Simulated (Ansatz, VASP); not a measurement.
BaZrO2 in VASP and in Ansatz

INCAR

```
SYSTEM = BaZrO2
PREC = Accurate
ENCUT = 1340
EDIFF = 1E-6
ISMEAR = 0
SIGMA = 0.1
LREAL = .False.
LASPH = .True.
NELM = 120
ALGO = Normal
ISIF = 2
LWAVE = .False.
LCHARG = .False.
GGA = PE
NBANDS = 25
GGA_COMPAT = .False.
```

File KPOINTS:

```
regular mesh
0
Gamma
  6 6 4
  0 0 0
```

Contents of POSCAR:

```
BaZrO2
1.0
    3.3763776200      0.0000000000      0.0000000000
   -1.6881888100      2.9240287900      0.0000000000
    0.0000000000      0.0000000000      6.1309742300
Ba Zr O
1 1 2
Direct
    0.0000000000      0.0000000000      0.5000000000
    0.0000000000      0.0000000000      0.0000000000
    0.3333333300      0.6666666700      0.2350000000
    0.6666666700      0.3333333300      0.7650000000
```

Input for Ansatz:

```yaml
crystal:
  lattice:
    - [3.37637762, 0.0, 0.0]
    - [-1.68818881, 2.92402879, 0.0]
    - [0.0, 0.0, 6.13097423]
  atoms:
    - { symbol: Ba, position: [0.0, 0.0, 0.5] }
    - { symbol: Zr, position: [0.0, 0.0, 0.0] }
    - { symbol: O, position: [0.33333333, 0.66666667, 0.235] }
    - { symbol: O, position: [0.66666667, 0.33333333, 0.765] }
basis:
  ecutwfc: 420
kpoints:
  mp_grid: { grid: [6, 6, 4] }
hamiltonian:
  xc: pbe
scf:
  occupations: { method: gaussian, width: 0.1 }
  lower_state_search: "off"
output:
  forces: true
  stress: true
  eigenvalues: true
```

Change from the starting cell: species swapped into the LiVS2 type (P-3m1, No. 164).

Alike in both runs: task single point; functional PBE; k mesh 6 × 6 × 4; occupations gaussian, width 0.1 eV; no spin polarisation.

|  | VASP | Ansatz |
| --- | --- | --- |
| version | VASP 6.6.1 | Ansatz 0.2.0 |
| potentials or method | VASP PAW PBE potentials, release 64 (Ba_sv, Zr_sv, O_h), cutoff 1340 eV | scalar-relativistic, plane waves, PAW |
| valence electrons in the cell | 34 | 34 |

|  | VASP | Ansatz | Ansatz less VASP |
| --- | --- | --- | --- |
| gap on the k mesh at the Fermi level (eV) | none | none | - |
| pressure (GPa) | 11.2 | 8.2 | -2.99 |
| traceless stress, the component that is largest in VASP (GPa) | 8.73 | 8.07 | -0.662 |
| rms of the force components (eV/Å) | 1.144 | 1.001 | -0.1429 |

Atom by atom the forces differ by 0.143 eV/Å (rms over components). A gap of «none» marks a metal or a gap that the smearing closes. With one functional, cell and mesh, what is left measures potentials, basis and numerics.

Neither program's run includes spin-orbit coupling.
